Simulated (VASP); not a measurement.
# GaAs (F-43m) in VASP: further runs, part 2 of 2

VASP 6.6.1. Earlier steps stand in the parts before.

## 5. Single point, LDA

This run uses another cell than the first one, of 20.94 Å³/atom, 0.953 times its volume.

Input file INCAR:

```
SYSTEM = GaAs
  PREC = Accurate
  ENCUT = 520
  EDIFF = 1E-6
  ISMEAR = 0
  SIGMA = 0.01
  LREAL = .False.
  LASPH = .True.
  NELM = 100
  ALGO = Normal
  ISIF = 2
  LWAVE = .False.
  LCHARG = .False.
  NBANDS = 16
```

Input file KPOINTS:

```
regular mesh
0
Gamma
  8 8 8
  0 0 0
```

Input file POSCAR:

```
GaAs
1.0
    0.0000000000      2.7564358164      2.7564358164
    2.7564358164      0.0000000000      2.7564358164
    2.7564358164      2.7564358164      0.0000000000
Ga As
1 1
Direct
    0.0000000000      0.0000000000      0.0000000000
    0.7500000000      0.7500000000      0.7500000000
```

Potentials or basis: VASP PAW LDA potentials, release 64 (Ga_d, As).

Started as:

```
cat potpaw_LDA.64/Ga_d/POTCAR potpaw_LDA.64/As/POTCAR > POTCAR
mpirun -np 1 vasp_std > vasp.out
```

OUTCAR:

```text
SYSTEM = GaAs
   PREC = Accurate
   ENCUT = 520
   EDIFF = 1E-6
   ISMEAR = 0
   LREAL = .False.
   LASPH = .True.
   NELM = 100
   ISIF = 2

 ion  position               nearest neighbor table
   1  0.000  0.000  0.000-   2 2.39   2 2.39   2 2.39   2 2.39
   2  0.750  0.750  0.750-   1 2.39   1 2.39   1 2.39   1 2.39

  LATTYP: Found a face centered cubic cell.
 ALAT       =     5.5128716328

  Lattice vectors:

 A1 = (   0.0000000000,   2.7564358164,   2.7564358164)
 A2 = (   2.7564358164,   0.0000000000,   2.7564358164)
 A3 = (   2.7564358164,   2.7564358164,   0.0000000000)

Analysis of symmetry for initial positions (statically):
=====================================================================
 Subroutine PRICEL returns:
 Original cell was already a primitive cell.

 Routine SETGRP: Setting up the symmetry group for a
 face centered cubic supercell.

 Subroutine GETGRP returns: Found 24 space group operations
 (whereof 24 operations were pure point group operations)
 out of a pool of 48 trial point group operations.

The static configuration has the point symmetry T_d .

Analysis of symmetry for dynamics (positions and initial velocities):
[... 164 lines left out ...]
 fundamental gap:      0.9139461628
 Fermi energy:         4.6050112431

 k-point     1 :       0.0000    0.0000    0.0000
  band No.  band energies     occupation
      1     -10.5322      2.00000
      2     -10.5322      2.00000
      3     -10.5322      2.00000
      4     -10.4339      2.00000
      5     -10.4339      2.00000
      6      -8.7789      2.00000
[... 433 lines left out ...]
      3     -10.4912      2.00000
      4     -10.4400      2.00000
      5     -10.4297      2.00000
      6      -6.3814      2.00000
[... 8 lines left out ...]
     15      16.3110      0.00000
     16      17.0433      0.00000

 [... further k-points ...]

------------------------ aborting loop because EDIFF is reached ----------------------------------------

  FORCE on cell =-STRESS in cart. coord.  units (eV):
  Direction    XX          YY          ZZ          XY          YZ          ZX
  --------------------------------------------------------------------------------------
  -------------------------------------------------------------------------------------
  Total        1.1618055      1.1618055      1.1618055      0.0000000      0.0000000      0.0000000
  in kB       44.4396229     44.4396229     44.4396229      0.0000000      0.0000000      0.0000000
  external PRESSURE =      44.4396229 kB  Pullay stress =       0.0000000 kB

 VOLUME and BASIS-vectors are now :
 -----------------------------------------------------------------------------
  energy-cutoff  :      520.00
  volume of cell :       41.89
      direct lattice vectors                 reciprocal lattice vectors
     0.000000000  2.756435816  2.756435816    -0.181393667  0.181393667  0.181393667
     2.756435816  0.000000000  2.756435816     0.181393667 -0.181393667  0.181393667
     2.756435816  2.756435816  0.000000000     0.181393667  0.181393667 -0.181393667

 POSITION                                       TOTAL-FORCE (eV/Angst)
 -----------------------------------------------------------------------------------
      0.00000      0.00000      0.00000         0.000000      0.000000      0.000000
      4.13465      4.13465      4.13465        -0.000000     -0.000000     -0.000000
 -----------------------------------------------------------------------------------
    total drift:                                0.000000      0.000000      0.000000

  FREE ENERGIE OF THE ION-ELECTRON SYSTEM (eV)
  ---------------------------------------------------
  free  energy   TOTEN  =        -9.6070358844 eV

  energy  without entropy=       -9.6070358844  energy(sigma->0) =       -9.60703588
```

OSZICAR:

```text
N       E                     dE             d eps       ncg     rms          rms(c)
DAV:   1     0.864699903113E+02    0.86470E+02   -0.89563E+03   944   0.162E+03
DAV:   2    -0.281544809407E+01   -0.89285E+02   -0.85523E+02  1064   0.328E+02
DAV:   3    -0.975358226804E+01   -0.69381E+01   -0.69144E+01  1088   0.689E+01
DAV:   4    -0.986086646592E+01   -0.10728E+00   -0.10727E+00  1160   0.943E+00
DAV:   5    -0.986230339722E+01   -0.14369E-02   -0.14369E-02  1104   0.100E+00    0.326E+00
DAV:   6    -0.965844419727E+01    0.20386E+00   -0.22323E-01  1448   0.883E+00    0.192E+00
DAV:   7    -0.961014412892E+01    0.48300E-01   -0.73668E-02  1280   0.211E+00    0.530E-01
DAV:   8    -0.960707673528E+01    0.30674E-02   -0.98506E-03  1120   0.110E+00    0.134E-01
DAV:   9    -0.960702851530E+01    0.48220E-04   -0.71648E-04  1144   0.307E-01    0.390E-02
DAV:  10    -0.960703139958E+01   -0.28843E-05   -0.48347E-05  1432   0.873E-02    0.206E-02
DAV:  11    -0.960703604266E+01   -0.46431E-05   -0.76650E-06  1048   0.418E-02    0.351E-03
DAV:  12    -0.960703588444E+01    0.15821E-06   -0.58316E-07   784   0.126E-02
   1 F= -.96070359E+01 E0= -.96070359E+01  d E =-.122888E-14
```

It took 9.9 s on 1 thread of Intel Xeon Platinum 8559C (Emerald Rapids), shared host; peak memory 0.15 GiB.

Results:

```yaml
Free_energy: -9.6070 eV
Pressure: 4.4 GPa
Band_gap_on_the_k_mesh: 0.91 eV, direct
```

Levels at points of the mesh, in eV from the valence-band top:
```csv
k point,band 6,band 7,band 8,band 9,band 10,band 11,band 12,band 13
"(0.00, 0.00, 0.00)",-13.33,0.00,0.00,0.00,0.91,3.69,3.69,3.69
"(0.50, 0.00, 0.00)",-11.32,-7.13,-1.27,-1.27,1.08,4.60,4.60,7.63
"(0.50, 0.50, 0.00)",-10.48,-7.24,-2.97,-2.97,1.19,1.50,10.65,10.65
```

A k mesh can miss the band edges. LDA gaps usually lie below the measured ones, often by a third to a half.

## 6. The runs side by side

| cell | k mesh | smearing | gap on the mesh (eV) | pressure (GPa) |
| --- | --- | --- | --- | --- |
| a = 3.962 Å, angles 60.0°, 2 atoms | 14 × 14 × 14 | fermi-dirac 0.08 eV | 0.54 | 0.3 |
| a = 3.775 Å, angles 60.0°, 2 atoms | 8 × 8 × 8 | gaussian 0.01 eV | 0.98 | 15.6 |
| a = 3.825 Å, angles 60.0°, 2 atoms | 8 × 8 × 8 | gaussian 0.01 eV | 1.07 | 10.5 |
| a = 3.898 Å, angles 60.0°, 2 atoms | 8 × 8 × 8 | gaussian 0.01 eV | 0.91 | 4.4 |

Alike in all rows: task single point; level LDA; potentials or basis VASP PAW LDA potentials, release 64 (Ga_d, As); no spin polarisation; cutoff (eV) 520.

Total energies depend on the potentials used, so only differences within one code and one set of settings carry meaning.
